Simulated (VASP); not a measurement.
Au: relaxation of cell and atoms with PBEsol

The system is Au.

```xyz
1
Lattice="-1.5887 1.5887 1.5887 1.5887 -1.5887 1.5887 1.5887 1.5887 -1.5887" Properties=species:S:1:pos:R:3 pbc="T T T"
Au    0.0000    0.0000    0.0000
```

This isn't the form of Au at room conditions, which is fcc.

```json
{
  "Program": "VASP 6.6.1",
  "Task": "relaxation of cell and atoms",
  "Functional": "PBEsol",
  "Potentials or basis": "VASP PAW PBE potentials, release 64 (Au)",
  "Cutoff": "600 eV",
  "k mesh": "18 × 18 × 18",
  "Occupations": "gaussian, width 0.1 eV",
  "Spin": "no spin polarisation",
  "Target pressure": "12 GPa",
  "Dipole correction": "no",
  "Further INCAR settings": "ALGO = Normal; EDIFF = 1e-06; IBRION = 2; EDIFFG = -0.008; NSW = 70; ISIF = 3"
}
```

```
Relaxed volume                                             : 16.06 Å³/atom
Relaxed cell                                               : a = 2.753 Å, b = 2.753 Å, c = 2.753 Å, α = 109.47°, β = 109.47°, γ = 109.47°
Space group after relaxing (to 0.1 Å)                      : Im-3m (No. 229)
Energy change on relaxing (the run minimises the enthalpy) : -1.6 meV/atom
Ionic steps                                                : 3
Pressure after relaxing                                    : 12.0 GPa
Band gap on the k mesh                                     : zero (an odd number of electrons rules out a gap without spin polarisation)
```

The path:
```csv
step,energy change (eV),largest force (eV/Å),pressure (GPa),volume (Å³)
1,0.0000,0.0000,12.32,16.04
2,-0.0055,0.0000,11.21,16.12
3,-0.0016,0.0000,12.00,16.06
```

Final structure:
```cif
data_structure
_symmetry_space_group_name_H-M 'P 1'
_symmetry_Int_Tables_number 1
_cell_length_a 2.7529
_cell_length_b 2.7529
_cell_length_c 2.7529
_cell_angle_alpha 109.471
_cell_angle_beta 109.471
_cell_angle_gamma 109.471
_cell_volume 16.06
loop_
_atom_site_label
_atom_site_type_symbol
_atom_site_fract_x
_atom_site_fract_y
_atom_site_fract_z
_atom_site_occupancy
Au1 Au 0.00000 0.00000 0.00000 1
```

Levels at points of the mesh, in eV from the Fermi level:
| k point | band 4 | band 5 | band 6 | band 7 | band 8 | band 9 |
| --- | --- | --- | --- | --- | --- | --- |
| (0.00, 0.00, 0.00) | -5.23 | -3.08 | -3.08 | 16.47 | 16.47 | 16.47 |
| (0.50, 0.00, 0.00) | -2.84 | -1.34 | -0.98 | 3.91 | 12.35 | 14.30 |
| (0.50, 0.50, 0.50) | -1.78 | -1.78 | 6.29 | 6.29 | 6.29 | 10.43 |

It took 110 s on 1 thread of Intel Xeon 8259CL (shared host), peak memory 0.18 GiB.

Caveat: the cell is relaxed towards a set pressure, so the run minimises the enthalpy, not the energy; the PAW data sets were made with another functional, which shifts forces and pressure a little; spin-orbit coupling is left out, which moves the levels of the heavy elements.
